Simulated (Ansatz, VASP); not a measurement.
**Co in VASP and in Ansatz**

```xyz
2
Lattice="2.5878 0.0000 0.0000 0.0000 2.5878 0.0000 0.0000 0.0000 2.5878" Properties=species:S:1:pos:R:3 pbc="T T T"
Co    0.0000    0.0000    0.0000
Co    1.2939    1.2939    1.2939
```

Alike in both runs: task single point; functional LDA; k mesh 13 × 13 × 13; occupations fermi-dirac, width 0.05 eV; collinear spin.

|  | VASP | Ansatz |
| --- | --- | --- |
| version | VASP 6.6.1 | Ansatz 0.2.0 |
| potentials or method | VASP PAW LDA potentials, release 64 (Co), cutoff 520 eV | plane waves (420 eV) with PAW, scalar-relativistic |
| valence electrons in the cell | 18 | 34 |

Ansatz gave:

| Property | Result |
| --- | --- |
| net moment per atom (μB) | 1.51 |
| size of the moment on the site where the two differ most (μB) | 1.52 |

Problem. What did VASP give for the same quantities?

Solution. net moment per atom (μB): 1.41; size of the moment on the site where the two differ most (μB): 1.39.

Ansatz warns that its potentials were made for another functional, while VASP's fit it. LDA's correlation is that of Perdew and Zunger in VASP and of Perdew and Wang (1992) in Ansatz. Site moments also hang on the region over which each program counts them. VASP's potentials hold 18 valence electrons a cell and Ansatz's 34, so a difference there can come from the potentials and not from the codes.
